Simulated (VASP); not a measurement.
AgBr:

```
Ag Br
1.0
     0.00000    2.83136    2.83136
     2.83136    0.00000    2.83136
     2.83136    2.83136    0.00000
Ag Br
1 1
Direct
  0.00000 0.00000 0.00000
  0.50000 0.50000 0.50000
```

This cell differs from its parent crystal: volume scaled by 0.96.

Base run:

* Program: VASP 6.6.1
* Functional: PBEsol
* Potentials or basis: VASP PAW PBE potentials, release 64 (Ag, Br)
* Cutoff: 500 eV
* k mesh: 8 × 8 × 8
* Occupations: fermi-dirac, width 0.05 eV
* Spin: no spin polarisation

Its results: band gap on the k mesh 0.50 eV, indirect (least direct gap 2.60 eV); pressure 0.3 GPa.

**Question.** The run is repeated on the same cell with these changes: functional from PBEsol to SVWN5. What comes out?

**Answer.** Band gap on the k mesh 0.38 eV, indirect (least direct gap 2.46 eV); pressure -2.4 GPa.

SVWN5 binds more tightly than PBEsol, so the same cell stands under less pressure.

Caveats: the PAW data sets were made with another functional, which shifts forces and pressure a little.

A k mesh can miss the band edges.
